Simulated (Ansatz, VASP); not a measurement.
# SiO2: VASP beside Ansatz

```
Si O
1.0
     4.23588    0.00000    0.00000
     0.00000    4.13718    0.00000
     0.00000    0.00000    2.68977
Si O
2 4
Direct
  0.50000 0.50000 0.50000
  0.00000 0.00000 0.00000
  0.70233 0.68370 0.00000
  0.20233 0.81630 0.50000
  0.29767 0.31630 0.00000
  0.79767 0.18370 0.50000
```

Change from the starting cell: mode 4 frozen in at +0.056 Å, normal strain along y -0.0233.

Alike in both runs: task single point; functional PBE; k mesh 6 × 6 × 8; occupations gaussian, width 0.05 eV; no spin polarisation.

|  | VASP | Ansatz |
| --- | --- | --- |
| version | VASP 6.6.1 | Ansatz 0.2.0 |
| potentials or method | VASP PAW PBE potentials, release 64 (Si, O), cutoff 520 eV | scalar-relativistic, plane waves, PAW |
| valence electrons in the cell | 32 | 32 |

|  | VASP | Ansatz | Ansatz less VASP |
| --- | --- | --- | --- |
| gap on the k mesh at the Fermi level (eV) | 5.37 | 5.39 | +0.020 |
| least direct gap on the mesh (eV) | 5.37 | 5.39 | +0.020 |
| pressure (GPa) | 6.8 | 6.6 | -0.26 |
| traceless stress, the component that is largest in VASP (GPa) | 7.13 | 7.37 | +0.247 |
| rms of the force components (eV/Å) | 0.142 | 0.136 | -0.0059 |

Atom by atom the forces differ by 0.008 eV/Å (rms over components).
